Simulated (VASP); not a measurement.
Set up this calculation in VASP 6.6.1, as the native input.

```yaml
Task: single point
Functional: PBE
Potentials_or_basis: VASP PAW PBE potentials, release 64 (P, As, Ga_d)
Cutoff: 520 eV
k_mesh: 4 × 6 × 4
Occupations: fermi-dirac, width 0.02 eV
Spin: no spin polarisation
Dipole_correction: no
Further_INCAR_settings: ALGO = Normal; EDIFF = 1e-07; NBANDS = 46
```

The structure of Ga4AsP3 lies in POSCAR:

```
Ga4AsP3
1.0
    6.3973822449      0.0000000000      0.0003112478
    0.0000000000      3.8807973677      0.0000000000
    0.0003299387      0.0000000000      6.7169423280
P As Ga
3 1 4
Direct
   -0.0005561977      0.0000000000      0.3307920836
    0.0012390729      0.5000000000      0.8355916805
    0.4997347524      0.5000000000      0.1675334806
    0.5020536499      0.0000000000      0.6660286639
    0.3706092519      0.0000000000      0.3263827276
    0.3708116198      0.5000000000      0.8405320415
    0.8717297021      0.5000000000      0.1666743209
    0.8843781487      0.0000000000      0.6664650014
```

These files were run (other wordings do the same):

INCAR

```
SYSTEM = Ga4AsP3
ALGO = Normal
EDIFF = 1E-7
ENCUT = 520
GGA = PE
ISIF = 2
ISMEAR = -1
LASPH = .TRUE.
LCHARG = .FALSE.
LREAL = .FALSE.
LWAVE = .FALSE.
NBANDS = 46
NELM = 80
PREC = Accurate
SIGMA = 0.02
```

KPOINTS

```
k-points
0
G
  4 6 4
  0 0 0
```

Potentials or basis: VASP PAW PBE potentials, release 64 (P, As, Ga_d).

Run with:

```console
$ cat potpaw_PBE.64/P/POTCAR potpaw_PBE.64/As/POTCAR potpaw_PBE.64/Ga_d/POTCAR > POTCAR
$ mpirun -np 1 vasp_std > vasp.out
```

It gave:

* Pressure: 2.6 GPa
* Largest force: 0.073 eV/Å
* Band gap on the k mesh: 1.12 eV

Wall time 5.1 min on 1 thread of Intel(R) Xeon(R) Platinum 8488C (Sapphire Rapids), with other jobs on the host, peak memory 0.4 GiB.
